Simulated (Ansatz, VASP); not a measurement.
# One calculation of SrCd, two programs

File INCAR:

```
SYSTEM = SrCd
ALGO = Normal
EDIFF = 1E-8
ENCUT = 520
ISIF = 2
ISMEAR = -1
LASPH = .True.
LCHARG = .False.
LEFG = .True.
LREAL = .False.
LWAVE = .False.
NBANDS = 18
NELM = 60
PREC = Accurate
SIGMA = 0.08
```

The input KPOINTS:

```
k-points
0
Gamma
  10 10 10
  0 0 0
```

Contents of POSCAR:

```
SrCd
1.0
    4.0030000000      0.0200150000      0.0200150000
    0.0200150000      4.0030000000      0.0200150000
    0.0200150000      0.0200150000      4.0030000000
Sr Cd
1 1
Direct
    0.5000000000      0.5000000000      0.5000000000
    0.0000000000      0.0000000000      0.0000000000
```

Input for Ansatz:

```yaml
crystal:
  lattice:
    - [4.003, 0.020015, 0.020015]
    - [0.020015, 4.003, 0.020015]
    - [0.020015, 0.020015, 4.003]
  atoms:
    - { symbol: Sr, position: [0.5, 0.5, 0.5] }
    - { symbol: Cd, position: [0.0, 0.0, 0.0] }
kpoints:
  mp_grid: { grid: [10, 10, 10] }
scf:
  occupations: { method: fermi_dirac, width: 0.08 }
hamiltonian:
  xc: lda
  pseudopotentials: { kind: all_electron, datasets: crystal }
output:
  forces: true
  stress: true
  eigenvalues: true
  efg: { contact_densities: true }
```

Change from the starting cell: equal xy, yz and zx shear strains of +1 %, crystal datasets.

Alike in both runs: task electric field gradients; functional LDA; k mesh 10 × 10 × 10; occupations fermi-dirac, width 0.08 eV; no spin polarisation.

```csv
,VASP,Ansatz
version,VASP 6.6.1,Ansatz 0.2.0
potentials or method,"VASP PAW LDA potentials, release 64 (Sr_sv, Cd), cutoff 520 eV","all-electron PAW with datasets made for the crystal, scalar-relativistic"
```

```tsv
	VASP	Ansatz	Ansatz less VASP
pressure (GPa)	-1.9	-2.0	-0.10
traceless stress, the component that is largest in VASP (GPa)	-0.19	-0.19	+0.003
size of Vzz on the site where it differs most (V/Å²)	3.3	4.7	+1.44
```

LDA's correlation is that of Perdew and Zunger in VASP and of Perdew and Wang (1992) in Ansatz. Ansatz ran all-electron here, and VASP with PAW potentials.
